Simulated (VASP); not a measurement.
Wanted: the native input for a VASP 6.6.1 run.

- Task: relaxation of cell and atoms
- Functional: PBEsol
- Potentials or basis: VASP PAW PBE potentials, release 64 (Y_sv, Hg, Se)
- Cutoff: 600 eV
- k mesh: 4 × 4 × 6
- Occupations: fermi-dirac, width 0.03 eV
- Spin: no spin polarisation
- Dipole correction: no
- Further INCAR settings: ALGO = Normal; EDIFF = 1e-06; IBRION = 2; EDIFFG = -0.01; NSW = 100; ISIF = 3

The structure of Y2HgSe4 lies in POSCAR:

```
Y2HgSe4
1.0
    7.0040059400      0.0000000000      0.0000000000
    0.0000000000      7.0040059400      0.0000000000
    0.0000000000      0.0000000000      4.0652115900
Y Hg Se
2 1 4
Direct
    0.5000000000      0.0000000000      0.5000000000
    0.0000000000      0.5000000000      0.5000000000
    0.0000000000      0.0000000000      0.0000000000
    0.2322243700      0.7677756300      0.0000000000
    0.2322243700      0.2322243700      0.0000000000
    0.7677756300      0.7677756300      0.0000000000
    0.7677756300      0.2322243700      0.0000000000
```

One way to write it, as run:

INCAR

```
SYSTEM = Y2HgSe4
PREC = Accurate
ENCUT = 600
EDIFF = 1E-6
ISMEAR = -1
SIGMA = 0.03
LREAL = .False.
LASPH = .True.
NELM = 100
ALGO = Normal
ISIF = 3
LWAVE = .False.
LCHARG = .False.
GGA = PS
IBRION = 2
NSW = 100
EDIFFG = -0.01
```

KPOINTS

```
Automatic mesh
0
Gamma
  4 4 6
  0 0 0
```

Potentials or basis: VASP PAW PBE potentials, release 64 (Y_sv, Hg, Se).

Launch:

```sh
$ cat potpaw_PBE.64/Y_sv/POTCAR potpaw_PBE.64/Hg/POTCAR potpaw_PBE.64/Se/POTCAR > POTCAR
$ mpirun -np 1 vasp_std > vasp.out
```

It gave:

- Relaxed volume: 24.31 Å³/atom
- Relaxed cell: a = 6.851 Å, b = 6.851 Å, c = 3.626 Å, α = 90.00°, β = 90.00°, γ = 90.00°
- Space group after relaxing (to 0.1 Å): P4/mmm (No. 123)
- Energy gained by relaxing: 547.6 meV/atom
- Ionic steps: 15
- Pressure after relaxing: 0.0 GPa
- Largest force after relaxing: 0.006 eV/Å
- Band gap on the k mesh: zero (bands 29 and 30 overlap by 0.72 eV)

Caveat: the PAW data sets were made with another functional, which shifts forces and pressure a little; spin-orbit coupling is left out, which moves the levels of the heavy elements.

Run time: 18 min on 1 thread of Intel(R) Xeon(R) 6975P-C (Granite Rapids) (shared host), peak memory 0.48 GiB.
